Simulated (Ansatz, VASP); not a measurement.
# BaTiO3 in VASP and in Ansatz

File POSCAR:

```
BaTiO3
1.0
    0.0000000000      2.8579801945     -2.8741509136
   -3.9633322398      0.0000000000      0.0000000000
    0.0000000000     10.0029306809      7.1853772839
Ba Ti O
3 3 9
Direct
    0.5319075962      0.0000000000      0.9196549725
    0.8652409296      0.0000000000      0.2529883058
    0.6985742629      0.0000000000      0.5863216392
    0.4304258410      0.5000000000      0.0915069026
    0.2637591744      0.5000000000      0.4248402359
    0.0970925077      0.5000000000      0.7581735692
    0.4696536541      1.0000000000      0.0802989560
    0.3029869874      1.0000000000      0.4136322893
    0.1363203208      1.0000000000      0.7469656226
   -0.0207790530      0.5000000000      0.0815433816
   -0.1874457197      0.5000000000      0.4148767149
   -0.3541123863      0.5000000000      0.7482100483
    0.3842852948      0.5000000000      0.2435691207
    0.2176186282      0.5000000000      0.5769024541
    0.0509519615      0.5000000000      0.9102357874
```

The input INCAR.step1:

```
SYSTEM = BaTiO3
  ALGO = Normal
  EDIFF = 1E-4
  ENCUT = 520
  GGA = PE
  ISMEAR = 0
  LASPH = .True.
  LCHARG = .False.
  LREAL = Auto
  LWAVE = .True.
  NBANDS = 73
  NELM = 80
  PREC = Accurate
  SIGMA = 0.05
```

The input INCAR.step2:

```
SYSTEM = BaTiO3
  ALGO = Normal
  EDIFF = 1E-7
  ENCUT = 520
  ISIF = 2
  ISMEAR = 0
  ISTART = 1
  LASPH = .True.
  LCHARG = .False.
  LMIXTAU = .True.
  LREAL = Auto
  LWAVE = .False.
  METAGGA = R2SCAN
  NBANDS = 73
  NELM = 80
  PREC = Accurate
  SIGMA = 0.05
```

The input KPOINTS:

```
k-points
0
Gamma
  6 6 2
  0 0 0
```

Input for Ansatz:

```yaml
crystal:
  lattice:
    - [0.0, 2.8579801945, -2.8741509136]
    - [-3.9633322398, 0.0, 0.0]
    - [0.0, 10.0029306809, 7.1853772839]
  atoms:
    - { symbol: Ba, position: [0.5319075962, 0.0, 0.9196549725] }
    - { symbol: Ba, position: [0.8652409296, 0.0, 0.2529883058] }
    - { symbol: Ba, position: [0.6985742629, 0.0, 0.5863216392] }
    - { symbol: Ti, position: [0.430425841, 0.5, 0.0915069026] }
    - { symbol: Ti, position: [0.2637591744, 0.5, 0.4248402359] }
    - { symbol: Ti, position: [0.0970925077, 0.5, 0.7581735692] }
    - { symbol: O, position: [0.4696536541, 1.0, 0.080298956] }
    - { symbol: O, position: [0.3029869874, 1.0, 0.4136322893] }
    - { symbol: O, position: [0.1363203208, 1.0, 0.7469656226] }
    - { symbol: O, position: [-0.020779053, 0.5, 0.0815433816] }
    - { symbol: O, position: [-0.1874457197, 0.5, 0.4148767149] }
    - { symbol: O, position: [-0.3541123863, 0.5, 0.7482100483] }
    - { symbol: O, position: [0.3842852948, 0.5, 0.2435691207] }
    - { symbol: O, position: [0.2176186282, 0.5, 0.5769024541] }
    - { symbol: O, position: [0.0509519615, 0.5, 0.9102357874] }
basis:
  ecutwfc: 500
kpoints:
  mp_grid: { grid: [6, 6, 2] }
hamiltonian:
  xc: r2scan
scf:
  occupations: { method: gaussian, width: 0.05 }
output:
  forces: true
  stress: true
  eigenvalues: true
```

Alike in both runs: task single point; functional r2SCAN; k mesh 6 × 6 × 2; occupations gaussian, width 0.05 eV; no spin polarisation.

```csv
,VASP,Ansatz
version,VASP 6.6.1,Ansatz 0.2.0
potentials or method,"VASP PAW PBE potentials, release 64 (Ba_sv, Ti_sv, O), cutoff 520 eV","scalar-relativistic, plane waves, PAW"
valence electrons in the cell,120,120
```

Ansatz gave:

```
gap on the k mesh at the Fermi level (eV)                     : 1.29
least direct gap on the mesh (eV)                             : 1.35
pressure (GPa)                                                : 7.7
traceless stress, the component that is largest in VASP (GPa) : 14.67
rms of the force components (eV/Å)                            : 2.436
```

Q: Estimate VASP's values.

A: gap on the k mesh at the Fermi level (eV): 1.37; least direct gap on the mesh (eV): 1.42; pressure (GPa): 10.8; traceless stress, the component that is largest in VASP (GPa): 16.71; rms of the force components (eV/Å): 2.868.

VASP's potentials were made for PBE, not for r2SCAN. Atom by atom the forces differ by 0.497 eV/Å (rms over components). The functional is the same, so the differences come from potentials, cutoffs and numerics.

Neither program's run includes spin-orbit coupling.
